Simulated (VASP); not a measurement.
# Cs: single point with PBEsol

Cs:

```
CELL_PARAMETERS angstrom
0.00000 3.80811 -3.80811
-3.80811 0.00000 3.80811
7.61622 7.61622 7.61622
ATOMIC_POSITIONS crystal
Cs 0.00000 0.00000 0.00000
Cs 0.33333 0.66667 0.33333
Cs 0.66667 0.33333 0.66667
```

This isn't the form of Cs at room conditions, which is bcc.

| Property | Result |
| --- | --- |
| Program | VASP 6.6.1 |
| Task | single point |
| Functional | PBEsol |
| Potentials or basis | VASP PAW PBE potentials, release 64 (Cs_sv) |
| Cutoff | 520 eV |
| k mesh | 10 × 10 × 4 |
| Occupations | tetrahedron |
| Spin | no spin polarisation |
| Dipole correction | no |
| Further INCAR settings | ALGO = Normal; EDIFF = 1e-07; NBANDS = 20 |

- Pressure: 0.0 GPa
- Band gap on the k mesh: zero (an odd number of electrons rules out a gap without spin polarisation)

Levels at points of the mesh, in eV from the Fermi level:
```
           k point  band 11  band 12  band 13  band 14  band 15  band 16  band 17  band 18
(0.00, 0.00, 0.00)   -10.53   -10.52    -1.72    -0.67    -0.67     1.29     1.29     2.47
(0.50, 0.00, 0.00)   -10.56   -10.56     0.11     0.11     0.25     0.88     0.88     1.03
(0.00, 0.00, 0.50)   -10.53   -10.53    -1.42    -1.42    -0.04     0.81     2.01     2.01
(0.50, 0.00, 0.50)   -10.55   -10.55    -0.04     0.25     0.25     0.81     1.07     1.07
```

It took 3.6 min on 1 thread of Intel(R) Xeon(R) Platinum 8488C (Sapphire Rapids), with other jobs on the host, peak memory 0.55 GiB.

Caveat: the PAW data sets were made with another functional, which shifts forces and pressure a little; spin-orbit coupling is left out, which moves the levels of the heavy elements; tetrahedron occupations give inexact forces and stress in metals.
